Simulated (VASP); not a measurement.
# MnS in VASP: further runs, part 2 of 2

VASP 6.6.1.

### Step 4. Single point, PBE+U, collinear spin, antiferromagnetic start

Contents of INCAR:

```
SYSTEM = MnS
PREC = Accurate
ENCUT = 520
EDIFF = 1E-7
ISMEAR = 0
SIGMA = 0.05
LREAL = .FALSE.
LASPH = .TRUE.
NELM = 150
ALGO = Normal
ISIF = 2
LWAVE = .FALSE.
LCHARG = .TRUE.
ISPIN = 2
MAGMOM = 5 -5 0 0
LORBIT = 11
LMAXMIX = 4
LDAU = .TRUE.
LDAUTYPE = 2
LDAUL = 2 -1
LDAUU = 3.9 0
LDAUJ = 0 0
LDAUPRINT = 1
GGA = PE
LELF = .TRUE.
LVHAR = .TRUE.
NBANDS = 31
```

Contents of KPOINTS:

```
Automatic mesh
0
G
  6 6 4
  0 0 0
```

Contents of POSCAR:

```
MnS
1.0
    0.0000000000      2.6543123046     -2.6543123046
    0.0000000000      2.6543123046      2.6543123046
    5.3086246092      0.0000000000      0.0000000000
Mn S
2 2
Direct
    0.0000000000      0.0000000000      0.0000000000
    0.5000000000      0.5000000000      0.5000000000
    0.0000000000      1.0000000000      0.5000000000
    0.5000000000      1.5000000000      1.0000000000
```

Potentials or basis: VASP PAW PBE potentials, release 64 (Mn_pv, S).

The run is started by

```console
> cat potpaw_PBE.64/Mn_pv/POTCAR potpaw_PBE.64/S/POTCAR > POTCAR
> mpirun -np 1 vasp_std > vasp.out
```

OUTCAR:

```text
SYSTEM = MnS
   PREC = Accurate
   ENCUT = 520
   EDIFF = 1E-7
   ISMEAR = 0
   LREAL = .FALSE.
   LASPH = .TRUE.
   NELM = 150
   ISIF = 2
   ISPIN = 2
   LORBIT = 11
   GGA = PE

 ion  position               nearest neighbor table
   1  0.000  0.000  0.000-   3 2.65   4 2.65   3 2.65   4 2.65   4 2.65   4 2.65
   2  0.500  0.500  0.500-   3 2.65   4 2.65   4 2.65   3 2.65   3 2.65   3 2.65
   3  0.000  0.000  0.500-   1 2.65   2 2.65   1 2.65   2 2.65   2 2.65   2 2.65
   4  0.500  0.500  0.000-   1 2.65   2 2.65   2 2.65   1 2.65   1 2.65   1 2.65

  LATTYP: Found a simple tetragonal cell.
 ALAT       =     3.7537644599
 C/A-ratio  =     1.4142135624

  Lattice vectors:

 A1 = (   0.0000000000,   2.6543123046,  -2.6543123046)
 A2 = (   0.0000000000,   2.6543123046,   2.6543123046)
 A3 = (   5.3086246092,   0.0000000000,   0.0000000000)

Analysis of symmetry for initial positions (statically):
=====================================================================
 Subroutine PRICEL returns following result:

  LATTYP: Found a face centered cubic cell.
 ALAT       =     5.3086246092
[... 12 lines left out ...]
 Subroutine GETGRP returns: Found 16 space group operations
 (whereof 16 operations were pure point group operations)
 out of a pool of 16 trial point group operations.

The static configuration has the point symmetry D_4h.

Analysis of symmetry for dynamics (positions and initial velocities):
=====================================================================
 Subroutine PRICEL returns following result:

  LATTYP: Found a face centered cubic cell.
 ALAT       =     5.3086246092
[... 12 lines left out ...]
 Subroutine GETGRP returns: Found 16 space group operations
 (whereof 16 operations were pure point group operations)
 out of a pool of 16 trial point group operations.

The dynamic configuration has the point symmetry D_4h.

Analysis of structural, dynamic, and magnetic symmetry:
=====================================================================
 Subroutine PRICEL returns following result:

  LATTYP: Found a face centered cubic cell.
 ALAT       =     5.3086246092
[... 12 lines left out ...]
 Subroutine GETGRP returns: Found 16 space group operations
 (whereof 16 operations were pure point group operations)
 out of a pool of 16 trial point group operations.

The overall configuration has the point symmetry D_4h.

 Subroutine INISYM returns: Found 16 space group operations
 (whereof 16 operations are pure point group operations),
 and found     2 'primitive' translations

----------------------------------------------------------------------------------------

                                     Primitive cell

  volume of cell :      37.4012

  direct lattice vectors                    reciprocal lattice vectors
    -2.654312305 -2.654312305  0.000000000    -0.188372709 -0.188372709  0.188372709
    -2.654312305  0.000000000 -2.654312305    -0.188372709  0.188372709 -0.188372709
     0.000000000 -2.654312305 -2.654312305     0.188372709 -0.188372709 -0.188372709

  length of vectors
     3.753764460  3.753764460  3.753764460     0.326271103  0.326271103  0.326271103

[... 158 lines left out ...]
atom =   2  type =  1  l = 2

 onsite density matrix

spin component  1

  0.0145 -0.0000 -0.0000 -0.0000  0.0000
 -0.0000  0.0136  0.0000  0.0000 -0.0000
 -0.0000  0.0000  0.0712  0.0000  0.0009
 -0.0000  0.0000  0.0000  0.0145 -0.0000
  0.0000 -0.0000  0.0009 -0.0000  0.0702

spin component  2

  0.9331 -0.0000  0.0000 -0.0000  0.0000
 -0.0000  0.9346  0.0000  0.0000  0.0000
  0.0000  0.0000  0.9535 -0.0000  0.0001
 -0.0000  0.0000 -0.0000  0.9331  0.0000
  0.0000  0.0000  0.0001  0.0000  0.9533

 occupancies and eigenvectors

  o =  0.0136  v = -0.0000 -1.0000 -0.0000  0.0000  0.0000  0.0000  0.0000  0.0000  0.0000  0.0000      0.0000  0.0000  0.0000  0.0000  0.0000  0.0000  0.0000  0.0000  0.0000  0.0000
  o =  0.0145  v =  0.0055  0.0000 -0.0000  1.0000  0.0000  0.0000  0.0000  0.0000  0.0000  0.0000      0.0000  0.0000  0.0000  0.0000  0.0000  0.0000  0.0000  0.0000  0.0000  0.0000
  o =  0.0145  v =  1.0000 -0.0000  0.0000 -0.0055 -0.0000  0.0000  0.0000  0.0000  0.0000  0.0000      0.0000  0.0000  0.0000  0.0000  0.0000  0.0000  0.0000  0.0000  0.0000  0.0000
  o =  0.0696  v = -0.0000 -0.0000  0.5000  0.0000 -0.8660  0.0000  0.0000  0.0000  0.0000  0.0000      0.0000  0.0000  0.0000  0.0000  0.0000  0.0000  0.0000  0.0000  0.0000  0.0000
  o =  0.0717  v =  0.0000 -0.0000 -0.8660 -0.0000 -0.5000  0.0000  0.0000  0.0000  0.0000  0.0000      0.0000  0.0000  0.0000  0.0000  0.0000  0.0000  0.0000  0.0000  0.0000  0.0000
  o =  0.9331  v =  0.0000  0.0000  0.0000  0.0000  0.0000  0.0000 -0.0000 -0.0000 -1.0000  0.0000      0.0000  0.0000  0.0000  0.0000  0.0000  0.0000  0.0000  0.0000  0.0000  0.0000
  o =  0.9331  v =  0.0000  0.0000  0.0000  0.0000  0.0000  1.0000  0.0000  0.0000  0.0000  0.0000      0.0000  0.0000  0.0000  0.0000  0.0000  0.0000  0.0000  0.0000  0.0000  0.0000
  o =  0.9346  v =  0.0000  0.0000  0.0000  0.0000  0.0000  0.0000 -1.0000 -0.0000  0.0000  0.0000      0.0000  0.0000  0.0000  0.0000  0.0000  0.0000  0.0000  0.0000  0.0000  0.0000
  o =  0.9533  v =  0.0000  0.0000  0.0000  0.0000  0.0000  0.0000  0.0000 -0.5000  0.0000  0.8660      0.0000  0.0000  0.0000  0.0000  0.0000  0.0000  0.0000  0.0000  0.0000  0.0000
  o =  0.9536  v =  0.0000  0.0000  0.0000  0.0000  0.0000  0.0000  0.0000 -0.8660  0.0000 -0.5000      0.0000  0.0000  0.0000  0.0000  0.0000  0.0000  0.0000  0.0000  0.0000  0.0000

 number of electron      38.0000063 magnetization      -0.0000000

 Free energy of the ion-electron system (eV)
  ---------------------------------------------------
  ext. energy  EPLUGINS =         0.00000000
  ---------------------------------------------------
  free energy    TOTEN  =       -26.00811121 eV

  energy without entropy =      -26.00811121  energy(sigma->0) =      -26.00811121

 E-fermi :   5.9760     XC(G=0): -10.3293

 val. band max:        5.6654187034   @ k =   0.5000   0.0000   0.5000
 cond. band min:       6.7091166979   @ k =   0.5000   0.5000   0.0000
 fundamental gap:      1.0436979945
 Fermi energy:         5.9759907081

 spin component 1

 k-point     1 :       0.0000    0.0000    0.0000
  band No.  band energies     occupation
      1     -44.9633      1.00000
      2     -44.9580      1.00000
      3     -44.9580      1.00000
      4     -40.0618      1.00000
      5     -40.0552      1.00000
      6     -40.0552      1.00000
[... 1625 lines left out ...]
     30      12.2643      0.00000
     31      13.9957      0.00000

 [... further k-points ...]

------------------------ aborting loop because EDIFF is reached ----------------------------------------

  FORCE on cell =-STRESS in cart. coord.  units (eV):
  Direction    XX          YY          ZZ          XY          YZ          ZX
  --------------------------------------------------------------------------------------
  -------------------------------------------------------------------------------------
  Total       -0.5035151     -0.4984307     -0.4984307     -0.0000000      0.0000000      0.0000000
  in kB      -10.7846741    -10.6757734    -10.6757734     -0.0000000      0.0000000      0.0000000
  external PRESSURE =     -10.7120736 kB  Pullay stress =       0.0000000 kB

 VOLUME and BASIS-vectors are now :
 -----------------------------------------------------------------------------
  energy-cutoff  :      520.00
  volume of cell :       74.80
      direct lattice vectors                 reciprocal lattice vectors
     0.000000000  2.654312305 -2.654312305     0.000000000  0.188372709 -0.188372709
     0.000000000  2.654312305  2.654312305     0.000000000  0.188372709  0.188372709
     5.308624609  0.000000000  0.000000000     0.188372709  0.000000000  0.000000000

 POSITION                                       TOTAL-FORCE (eV/Angst)
 -----------------------------------------------------------------------------------
      0.00000      0.00000      0.00000        -0.000000     -0.000000     -0.000000
      2.65431      2.65431      0.00000         0.000000      0.000000     -0.000000
      2.65431      0.00000      0.00000        -0.000000     -0.000000      0.000000
      0.00000      2.65431      0.00000        -0.000000     -0.000000      0.000000
 -----------------------------------------------------------------------------------
    total drift:                                0.000000      0.000000      0.000000

  FREE ENERGIE OF THE ION-ELECTRON SYSTEM (eV)
  ---------------------------------------------------
  free  energy   TOTEN  =       -26.0081112103 eV

  energy  without entropy=      -26.0081112103  energy(sigma->0) =      -26.00811121

 total charge

# of ion       s       p       d       tot
------------------------------------------
    1        0.209   6.152   4.875  11.237
    2        0.209   6.152   4.875  11.237
    3        1.321   2.439   0.000   3.760
    4        1.321   2.439   0.000   3.760
--------------------------------------------------
tot          3.061  17.183   9.750  29.994

 magnetization (x)

# of ion       s       p       d       tot
------------------------------------------
    1        0.041   0.033   4.514   4.588
    2       -0.041  -0.033  -4.514  -4.588
    3       -0.006  -0.018   0.000  -0.024
    4        0.006   0.018   0.000   0.024
--------------------------------------------------
tot          0.000   0.000   0.000   0.000
```

Run time: 3.1 min. Hardware: 1 thread of Oxide Virtual Turin-like, shared host; peak memory 0.22 GiB.

What came out:

* Free energy: -26.0081 eV
* Pressure: -1.1 GPa
* Band gap on the k mesh: 1.04 eV
* Net moment: 0.00 μB per cell
* Site moments: Mn +4.59, -4.59; S -0.02, +0.02 μB
* Valence electrons inside the program's atomic spheres: Mn 11.24; S 3.76

Levels at points of the mesh, in eV from the valence-band top:
Spin up:
```
           k point  band 15  band 16  band 17  band 18  band 19  band 20  band 21  band 22  band 23  band 24
(0.00, 0.00, 0.00)    -2.64    -2.64    -1.15    -1.15    -1.15     1.36     1.49     2.48     2.72     2.93
(0.50, 0.00, 0.00)    -3.38    -3.24    -2.39    -2.35    -0.10     2.85     3.08     3.25     3.42     4.65
(0.50, 0.50, 0.00)    -4.01    -2.68    -2.64    -2.64    -2.59     1.04     2.00     2.00     2.56     3.00
(0.00, 0.00, 0.50)    -2.26    -2.13    -2.13    -1.68    -1.68     1.52     2.48     2.92     3.41     3.41
(0.50, 0.00, 0.50)    -3.82    -2.27    -2.09    -0.18     0.00     3.37     3.44     3.44     3.53     3.55
(0.50, 0.50, 0.50)    -4.00    -3.39    -3.26    -3.26    -2.55     2.74     2.92     2.92     3.37     3.71
```
Spin down:
```tsv
k point	band 16	band 17	band 18	band 19	band 20	band 21	band 22	band 23
(0.00, 0.00, 0.00)	-2.64	-1.15	-1.15	-1.15	1.36	1.49	2.48	2.72
(0.50, 0.00, 0.00)	-3.24	-2.39	-2.35	-0.10	2.85	3.08	3.25	3.42
(0.50, 0.50, 0.00)	-2.68	-2.64	-2.64	-2.59	1.04	2.00	2.00	2.56
(0.00, 0.00, 0.50)	-2.13	-2.13	-1.68	-1.68	1.52	2.48	2.92	3.41
(0.50, 0.00, 0.50)	-2.27	-2.09	-0.18	0.00	3.37	3.44	3.44	3.53
(0.50, 0.50, 0.50)	-3.39	-3.26	-3.26	-2.55	2.74	2.92	2.92	3.37
```

Eigenvalues of the final occupation matrices:
| site | spin | trace | eigenvalues |
| --- | --- | --- | --- |
| site 1 d | 1 | 4.71 | 0.93 0.93 0.93 0.95 0.95 |
| site 1 d | 2 | 0.18 | 0.01 0.01 0.01 0.07 0.07 |
| site 2 d | 1 | 0.18 | 0.01 0.01 0.01 0.07 0.07 |
| site 2 d | 2 | 4.71 | 0.93 0.93 0.93 0.95 0.95 |

Caveat: the antiferromagnetic order is the one typed at the start, and another may lie lower. A k mesh can miss the band edges.

### Step 5. Single point, PBE+U, collinear spin, antiferromagnetic start (17.63 Å³/atom)

This run uses another cell than the first one, of 17.63 Å³/atom.

Contents of INCAR:

```
SYSTEM = MnS
PREC = Accurate ; ENCUT = 520
EDIFF = 1E-6 ; ISMEAR = 0
SIGMA = 0.05 ; LREAL = .FALSE.
LASPH = .TRUE. ; NELM = 150
ALGO = Normal ; ISIF = 2
LWAVE = .FALSE. ; LCHARG = .TRUE.
ISPIN = 2 ; MAGMOM = 4.85 -4.85 0 0
LORBIT = 11 ; LMAXMIX = 4
LDAU = .TRUE. ; LDAUTYPE = 2
LDAUL = 2 -1 ; LDAUU = 3.9 0
LDAUJ = 0 0 ; LDAUPRINT = 1
GGA = PE ; LELF = .TRUE.
LVHAR = .TRUE. ; NBANDS = 31
```

Contents of KPOINTS:

```
Automatic mesh
0
G
  8 8 8
  0 0 0
```

Contents of POSCAR:

```
MnS
1.0
   -2.5864045833     -2.5864045833      5.1944414339
   -5.1944414339     -2.5864045833      2.5864045833
   -2.5864045833     -5.1944414339      2.5864045833
Mn S
2 2
Direct
    0.0000000000      0.0000000000      0.0000000000
    0.5000000000      0.5000000000      0.5000000000
    1.2499999980     -0.7500000020     -0.7500000020
    1.7500000020     -0.2499999980     -0.2499999980
```

The run is started by

```console
> cat potpaw_PBE.64/Mn_pv/POTCAR potpaw_PBE.64/S/POTCAR > POTCAR
> mpirun -np 1 vasp_std > vasp.out
```

Wall time 16 min (1 thread of Oxide Virtual Turin-like, shared host); peak memory 0.48 GiB.

The run converged. Its results:

```yaml
Free_energy: -26.0530 eV
Pressure: 2.7 GPa
Band_gap_on_the_k_mesh: 2.27 eV
Net_moment: 0.00 μB per cell
Site_moments: Mn +4.50, -4.50; S +0.00 μB
Valence_electrons_inside_the_program's_atomic_spheres: Mn 11.29; S 3.78
```

Levels at points of the mesh, in eV from the valence-band top:
Spin up:
| k point | band 17 | band 18 | band 19 | band 20 | band 21 | band 22 |
| --- | --- | --- | --- | --- | --- | --- |
| (0.00, 0.00, 0.00) | -0.77 | -0.77 | -0.71 | 3.11 | 3.24 | 3.24 |
| (0.50, 0.00, 0.00) | -2.29 | -1.29 | -0.80 | 2.46 | 3.71 | 3.95 |
| (0.50, 0.50, 0.00) | -2.32 | -0.77 | -0.52 | 2.27 | 2.44 | 4.00 |
| (0.50, 0.50, 0.50) | -1.61 | 0.00 | 0.00 | 2.87 | 3.13 | 3.13 |
Spin down:
```tsv
k point	band 17	band 18	band 19	band 20	band 21	band 22
(0.00, 0.00, 0.00)	-0.77	-0.77	-0.71	3.11	3.24	3.24
(0.50, 0.00, 0.00)	-2.29	-1.29	-0.80	2.46	3.71	3.95
(0.50, 0.50, 0.00)	-2.32	-0.77	-0.52	2.27	2.44	4.00
(0.50, 0.50, 0.50)	-1.61	0.00	0.00	2.87	3.13	3.13
```

Eigenvalues of the final occupation matrices:
```tsv
site	spin	trace	eigenvalues
site 1 d	1	4.70	0.93 0.93 0.93 0.95 0.95
site 1 d	2	0.23	0.02 0.02 0.02 0.09 0.09
site 2 d	1	0.23	0.02 0.02 0.02 0.09 0.09
site 2 d	2	4.70	0.93 0.93 0.93 0.95 0.95
```

Caveat: the antiferromagnetic order is the one typed at the start, and another may lie lower.

### Step 6. The runs side by side

```tsv
cell	k mesh	gap on the mesh (eV)	pressure (GPa)	moment (μB)
a = 3.754, b = 3.754, c = 5.309 Å, 4 atoms, atomic positions A	4 × 4 × 3	1.14	-1.0	0.00
a = 3.754, b = 3.754, c = 5.309 Å, 4 atoms, atomic positions A	6 × 6 × 4	1.04	-1.1	0.00
a = 6.353 Å, angles 33.7°, 4 atoms, atomic positions B	8 × 8 × 8	2.27	2.7	0.00
```

Alike in all rows: task single point; level PBE+U; potentials or basis VASP PAW PBE potentials, release 64 (Mn_pv, S); spin collinear, antiferromagnetic start; Mn d U = 3.9 eV; cutoff (eV) 520; smearing gaussian 0.05 eV.

Caveats: the antiferromagnetic order is the one typed at the start, and another may lie lower.

Total energies depend on the potentials used, so only differences within one code and one set of settings carry meaning.
